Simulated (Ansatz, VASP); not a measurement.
**Pd in VASP and in Ansatz**

```
Pd
1.0
     2.70741    0.00000    0.00000
    -1.35370    2.34468    0.00000
     0.00000    0.00000    8.92326
Pd
4
Cartesian
  0.0000 0.0000 8.9233
  -1.3537 2.3447 4.4616
  0.0000 1.5631 2.2308
  1.3537 0.7816 6.6924
```

Alike in both runs: task single point; functional PBE; k mesh 17 × 17 × 5; occupations fermi-dirac, width 0.1 eV; no spin polarisation.

```csv
,VASP,Ansatz
version,VASP 6.6.1,Ansatz 0.2.0
potentials or method,"VASP PAW PBE potentials, release 64 (Pd), cutoff 520 eV","plane waves (420 eV) with PAW, scalar-relativistic"
valence electrons in the cell,40,72
```

Ansatz gave:

```
pressure (GPa)                                                : 17.3
traceless stress, the component that is largest in VASP (GPa) : -0.40
```

Which values does VASP return?

Pressure (GPa): 16.9; traceless stress, the component that is largest in VASP (GPa): -0.41.

VASP's potentials hold 40 valence electrons a cell and Ansatz's 72, so a difference there can come from the potentials and not from the codes.
